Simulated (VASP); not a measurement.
# BiTe (Fm-3m) in VASP: notebook

Runs on BiTe. Level: PBEsol. Tasks: single point.

Everything below comes from runs of VASP 6.6.1. Logs are shortened: lines on timing, memory, paths and dates and some standing lists are left out, and cuts for length are marked.

### 1 The cell of the first run

The structure is cubic, space group Fm-3m (No. 225). The conventional cell has a = 6.401 Å, b = 6.401 Å, c = 6.401 Å, α = 90.00°, β = 90.00°, γ = 90.00°. Bi (site symmetry m-3m) has 6 Te at 3.20 Å within 4.2 Å. Within 4.2 Å of Te (site symmetry m-3m) lie 6 Bi at 3.20 Å.

### 2 Single point, PBEsol

INCAR

```
ALGO = Normal
EDIFF = 1E-6
ENCUT = 520
GGA = PS
ISIF = 2
ISMEAR = -1
LASPH = T
LCHARG = F
LREAL = F
LWAVE = F
NBANDS = 18
NELM = 100
PREC = Accurate
SIGMA = 0.15
```

KPOINTS

```
k-points
0
Gamma
  12 12 12
```

POSCAR

```
BiTe
1.0
    0.0000000000      3.2005777672      3.2005777672
    3.2005777672      0.0000000000      3.2005777672
    3.2005777672      3.2005777672      0.0000000000
Bi Te
1 1
Direct
    0.0000000000      0.0000000000      0.0000000000
    0.5000000000      0.5000000000      0.5000000000
```

Potentials or basis: VASP PAW PBE potentials, release 64 (Bi_d, Te).

Command:

```
$ cat potpaw_PBE.64/Bi_d/POTCAR potpaw_PBE.64/Te/POTCAR > POTCAR
$ mpirun -np 1 vasp_std > vasp.out
```

OUTCAR:

```text
EDIFF = 1E-6
   ENCUT = 520
   GGA = PS
   ISIF = 2
   ISMEAR = -1
   LASPH = T
   LREAL = F
   NELM = 100
   PREC = Accurate

 ion  position               nearest neighbor table
   1  0.000  0.000  0.000-   2 3.20   2 3.20   2 3.20   2 3.20   2 3.20   2 3.20
   2  0.500  0.500  0.500-   1 3.20   1 3.20   1 3.20   1 3.20   1 3.20   1 3.20

  LATTYP: Found a face centered cubic cell.
 ALAT       =     6.4011555344

  Lattice vectors:

 A1 = (   0.0000000000,   3.2005777672,   3.2005777672)
 A2 = (   3.2005777672,   0.0000000000,   3.2005777672)
 A3 = (   3.2005777672,   3.2005777672,   0.0000000000)

Analysis of symmetry for initial positions (statically):
=====================================================================
 Subroutine PRICEL returns:
 Original cell was already a primitive cell.

 Routine SETGRP: Setting up the symmetry group for a
 face centered cubic supercell.

 Subroutine GETGRP returns: Found 48 space group operations
 (whereof 48 operations were pure point group operations)
 out of a pool of 48 trial point group operations.

The static configuration has the point symmetry O_h .

Analysis of symmetry for dynamics (positions and initial velocities):
=====================================================================
 Subroutine PRICEL returns:
 Original cell was already a primitive cell.

 Routine SETGRP: Setting up the symmetry group for a
 face centered cubic supercell.

 Subroutine GETGRP returns: Found 48 space group operations
 (whereof 48 operations were pure point group operations)
 out of a pool of 48 trial point group operations.

The dynamic configuration has the point symmetry O_h .

 Subroutine INISYM returns: Found 48 space group operations
 (whereof 48 operations are pure point group operations),
 and found     1 'primitive' translations

----------------------------------------------------------------------------------------

                                     Primitive cell

  volume of cell :      65.5715

  direct lattice vectors                    reciprocal lattice vectors
     0.000000000  3.200577767  3.200577767    -0.156221794  0.156221794  0.156221794
     3.200577767  0.000000000  3.200577767     0.156221794 -0.156221794  0.156221794
[... 79 lines left out ...]
   ISPIN  =      1    spin polarized calculation?
   LNONCOLLINEAR =      F non collinear calculations
   LSORBIT =      F    spin-orbit coupling
   LASPH  =      T    aspherical Exc in radial PAW
   ENCUT  =  520.0 eV  38.22 Ry    6.18 a.u.   8.42  8.42  8.42*2*pi/ulx,y,z
   NELM   =    100;   NELMIN=  2; NELMDL= -5     # of ELM steps
   EDIFF  = 0.1E-05   stopping-criterion for ELM
   LREAL  =      F    real-space projection
   EDIFFG = 0.1E-04   stopping-criterion for IOM
   NSW    =      0    number of steps for IOM
   IBRION =     -1    ionic relax: 0-MD 1-quasi-New 2-CG
   NFREE  =      0    steps in history (QN), initial steepest desc. (CG)
   ISIF   =      2    stress and relaxation
   ISYM   =      2    0-nonsym 1-usesym 2-fastsym
   POTIM  = 0.5000    time-step for ionic-motion
   TEBEG  =    0.0;   TEEND  =   0.0 temperature during run
   PSTRESS=    0.0 pullay stress
   NELECT =      21.0000    total number of electrons
   NUPDOWN=      -1.0000    fix difference up-down
   EMIN   =  10.00;   EMAX   =-10.00  energy-range for DOS
   EFERMI =   0.00;   METHOD = LEGACY
   ISMEAR =    -1;   SIGMA  =   0.15  broadening in eV -4-tet -1-fermi 0-gaus
   EFERMI_NEDOS =   21; number of points for ismear=-14 and -15
   IALGO  =     38    algorithm
   IMIX   =      4    mixing-type and parameters
     AMIX     =   0.40;   BMIX     =  1.00
     AMIX_MAG =   1.60;   BMIX_MAG =  1.00
  volume/ion in A,a.u.               =      32.79       221.25
  Fermi-wavevector in a.u.,A,eV,Ry     =   1.120064  2.116614 17.069102  1.254544
  Thomas-Fermi vector in A             =   2.256708
   LORBIT       =      0    0 simple, 1 ext, 2 COOP (PROOUT), +10 PAW based schemes
   GGA     = PS    functional components
   LHFCALC =     F    Hartree Fock is set to
   AEXX    =    0.0000 exact exchange contribution
   IVDW    =     0    specifies the selected vdW correction
   LEPSILON=     F    determine dielectric tensor
   LRPA    =     F    only Hartree local field effects (RPA)
 non-spin polarized calculation
  energy-cutoff  :      520.00
  volume of cell :       65.57
 maximum number of plane-waves:      1807
 NGX is ok and might be reduce to    36
   NGX = 17   NGY = 17   NGZ = 17

 number of electron      21.0000004 magnetization

 Free energy of the ion-electron system (eV)
  ---------------------------------------------------
  ext. energy  EPLUGINS =         0.00000000
  ---------------------------------------------------
  free energy    TOTEN  =        -8.03841380 eV

  energy without entropy =       -7.93935719  energy(sigma->0) =       -7.98888549

 E-fermi :   6.8894     XC(G=0):  -9.7357

 val. band max:        6.8391946274   @ k =  -0.4167   0.2500   0.0833
 cond. band min:       6.8919794144   @ k =   0.3333   0.0000   0.0000
 fundamental gap:      0.0527847870
 Fermi energy:         6.8893761930

 k-point     1 :       0.0000    0.0000    0.0000
  band No.  band energies     occupation
      1     -16.1969      2.00000
      2     -16.1969      2.00000
      3     -16.1903      2.00000
      4     -16.1903      2.00000
      5     -16.1903      2.00000
      6      -6.8764      2.00000
[... 481 lines left out ...]
      5     -16.1821      2.00000
      6      -4.7896      2.00000
[... 10 lines left out ...]
     17      16.4343      0.00000
     18      17.6676      0.00000

 [... further k-points ...]

------------------------ aborting loop because EDIFF is reached ----------------------------------------

  FORCE on cell =-STRESS in cart. coord.  units (eV):
  Direction    XX          YY          ZZ          XY          YZ          ZX
  --------------------------------------------------------------------------------------
  -------------------------------------------------------------------------------------
  Total       -0.0061369     -0.0061369     -0.0061369      0.0000000      0.0000000     -0.0000000
  in kB       -0.1499503     -0.1499503     -0.1499503      0.0000000      0.0000000     -0.0000000
  external PRESSURE =      -0.1499503 kB  Pullay stress =       0.0000000 kB

 VOLUME and BASIS-vectors are now :
 -----------------------------------------------------------------------------
  energy-cutoff  :      520.00
  volume of cell :       65.57
      direct lattice vectors                 reciprocal lattice vectors
     0.000000000  3.200577767  3.200577767    -0.156221794  0.156221794  0.156221794
     3.200577767  0.000000000  3.200577767     0.156221794 -0.156221794  0.156221794
     3.200577767  3.200577767  0.000000000     0.156221794  0.156221794 -0.156221794

 POSITION                                       TOTAL-FORCE (eV/Angst)
 -----------------------------------------------------------------------------------
      0.00000      0.00000      0.00000        -0.000000      0.000000     -0.000000
      3.20058      3.20058      3.20058         0.000000      0.000000      0.000000
 -----------------------------------------------------------------------------------
    total drift:                               -0.000000      0.000000      0.000000

  FREE ENERGIE OF THE ION-ELECTRON SYSTEM (eV)
  ---------------------------------------------------
  free  energy   TOTEN  =        -8.0384137957 eV

  energy  without entropy=       -7.9393571917  energy(sigma->0) =       -7.98888549
```

OSZICAR:

```text
N       E                     dE             d eps       ncg     rms          rms(c)
DAV:   1     0.154888527592E+03    0.15489E+03   -0.98830E+03  2592   0.113E+03
DAV:   2     0.349139087003E+01   -0.15140E+03   -0.14752E+03  2804   0.302E+02
DAV:   3    -0.773571814676E+01   -0.11227E+02   -0.11063E+02  3178   0.868E+01
DAV:   4    -0.805054678283E+01   -0.31483E+00   -0.31416E+00  3182   0.155E+01
DAV:   5    -0.806407561866E+01   -0.13529E-01   -0.13528E-01  3520   0.304E+00    0.692E+00
DAV:   6    -0.803844512915E+01    0.25630E-01   -0.72560E-02  3708   0.184E+00    0.428E+00
DAV:   7    -0.803902287736E+01   -0.57775E-03   -0.23959E-02  3102   0.920E-01    0.398E-01
DAV:   8    -0.803835909572E+01    0.66378E-03   -0.45921E-03  3322   0.495E-01    0.105E-01
DAV:   9    -0.803841552361E+01   -0.56428E-04   -0.40292E-04  2902   0.122E-01    0.411E-02
DAV:  10    -0.803841549656E+01    0.27051E-07   -0.15297E-05  3466   0.214E-02    0.272E-02
DAV:  11    -0.803841428177E+01    0.12148E-05   -0.19043E-06  2682   0.723E-03    0.605E-03
DAV:  12    -0.803841379567E+01    0.48610E-06   -0.33475E-07  1506   0.481E-03
   1 F= -.80384138E+01 E0= -.79888855E+01  d E =-.990566E-01
```

stdout:

```text
POSCAR found type information on POSCAR BiTe
 POSCAR found :  2 types and       2 ions
 scaLAPACK will be used
 -----------------------------------------------------------------------------
|                                                                             |
|                                                                             |
|     You enforced a specific xc type in the INCAR file but a different       |
|     I HOPE YOU KNOW WHAT YOU ARE DOING!                                     |
|                                                                             |
 -----------------------------------------------------------------------------

 LDA part: xc-table for (Slater+PW92), standard interpolation
 POSCAR, INCAR and KPOINTS ok, starting setup
 FFT: planning ... GRIDC
 FFT: planning ... GRID_SOFT
 FFT: planning ... GRID
 WAVECAR not read
 entering main loop
```

Wall time 57 s (1 thread of Intel Xeon Platinum 8488C (Sapphire Rapids), shared host); peak memory 0.26 GiB.

What came out:

| Item | Value |
| --- | --- |
| Free energy | -8.0384 eV |
| Pressure | 0.0 GPa |

Levels at points of the mesh, in eV from the Fermi level:
```csv
k point,band 6,band 7,band 8,band 9,band 10,band 11,band 12,band 13,band 14,band 15
"(0.00, 0.00, 0.00)",-13.77,-8.03,-2.62,-2.62,-2.62,2.21,2.21,2.21,4.58,4.58
"(0.50, 0.00, 0.00)",-11.71,-11.38,-1.97,-1.97,-1.60,-0.88,-0.69,-0.69,7.31,7.81
"(0.50, 0.50, 0.00)",-11.90,-9.97,-5.90,-4.17,-4.17,2.05,3.74,3.74,5.19,8.79
```

Caveat: the PAW data sets were made with another functional, which shifts forces and pressure a little; spin-orbit coupling is left out, which moves the levels of the heavy elements.

(Part 1 of 2 ends here.)
